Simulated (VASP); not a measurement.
Input of a VASP 6.6.1 run:

INCAR

```
ALGO = Normal ; EDIFF = 1E-7
ENCUT = 520 ; GGA = PE
ISIF = 2 ; ISMEAR = 0
LASPH = True ; LCHARG = False
LREAL = False ; LWAVE = False
NBANDS = 19 ; NELM = 80
PREC = Accurate ; SIGMA = 0.1
```

Contents of KPOINTS:

```
k-points
0
Gamma
  12 12 8
```

Contents of POSCAR:

```
Al3B2P
1.0
    4.3308292300      0.0000000000      0.0000000000
   -2.1654146150      3.7506081327      0.0000000000
    0.0000000000      0.0000000000      5.3697983578
Al B P
3 2 1
Direct
    0.6666666667      0.3333333333      0.5000000000
    0.0000000000      0.0000000000      0.0000000000
    0.0000000000      0.0000000000      0.5000000000
    0.3333333333      0.6666666667      0.3478302277
    0.3333333333      0.6666666667      0.6521697723
    0.6666666667      0.3333333333      0.0000000000
```

Potentials or basis: VASP PAW PBE potentials, release 64 (Al, B, P).

Run with:

```sh
$ cat potpaw_PBE.64/Al/POTCAR potpaw_PBE.64/B/POTCAR potpaw_PBE.64/P/POTCAR > POTCAR
$ mpirun -np 1 vasp_std > vasp.out
```

Task: Estimate the band gap on the k mesh.

Result: Zero (band 10 reaches 7.50 eV, above the bottom of band 11 at 6.04 eV).

Task: Estimate the largest force.

Result: 0.007 eV/Å.

Forces in eV/Å, atoms in the order of the input:
```
Al   0.000  0.000  0.000
Al   0.000  0.000  0.000
Al   0.000  0.000  0.000
B    0.000  0.000 -0.007
B    0.000  0.000  0.007
P    0.000  0.000  0.000
```
